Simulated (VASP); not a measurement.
A run of VASP 6.6.1 is set up as follows.

File POSCAR:

```
Pt
1.0
    2.7606656200      0.0000000000      0.0000000000
   -1.3803328100      2.3908065500      0.0000000000
    0.0000000000      0.0000000000      4.7921340000
Pt
2
Direct
    0.6666666689      0.3333333305      0.7500000000
    0.3333333311      0.6666666695      0.2500000000
```

Contents of INCAR.step1:

```
SYSTEM = Pt
PREC = Accurate
ENCUT = 520
ISMEAR = -1
SIGMA = 0.1
LREAL = .FALSE.
LASPH = .TRUE.
NELM = 100
NBANDS = 17
GGA = PE
ALGO = Normal
EDIFF = 1E-4
LWAVE = .TRUE.
LCHARG = .FALSE.
```

INCAR.step2

```
SYSTEM = Pt
PREC = Accurate
ENCUT = 520
EDIFF = 1E-6
ISMEAR = -1
SIGMA = 0.1
LREAL = .FALSE.
LASPH = .TRUE.
NELM = 100
ALGO = Normal
ISIF = 2
LWAVE = .FALSE.
LCHARG = .FALSE.
METAGGA = R2SCAN
LMIXTAU = .TRUE.
NBANDS = 17
ISTART = 1
```

Contents of KPOINTS:

```
regular mesh
0
G
  3 3 2
  0 0 0
```

Potentials or basis: VASP PAW PBE potentials, release 64 (Pt).

Launch:

```console
$ cat potpaw_PBE.64/Pt/POTCAR > POTCAR
$ cp INCAR.step1 INCAR
$ mpirun -np 1 vasp_std > vasp.out
$ cp INCAR.step2 INCAR
$ mpirun -np 1 vasp_std > vasp.out
```

Q: What does it give for the band gap on the k mesh?

A: Zero (band 10 reaches 9.72 eV, above the bottom of band 11 at 9.13 eV).

Q: Predict the pressure.

A: 1.7 GPa.

Stress tensor (GPa, compression positive):
```
 19.17   0.00   0.00
  0.00  19.17   0.00
  0.00   0.00 -33.23
```

Caveat: the k points lie up to 0.88 Å⁻¹ apart; the PAW data sets were made with another functional, which shifts forces and pressure a little; spin-orbit coupling is left out, which moves the levels of the heavy elements.
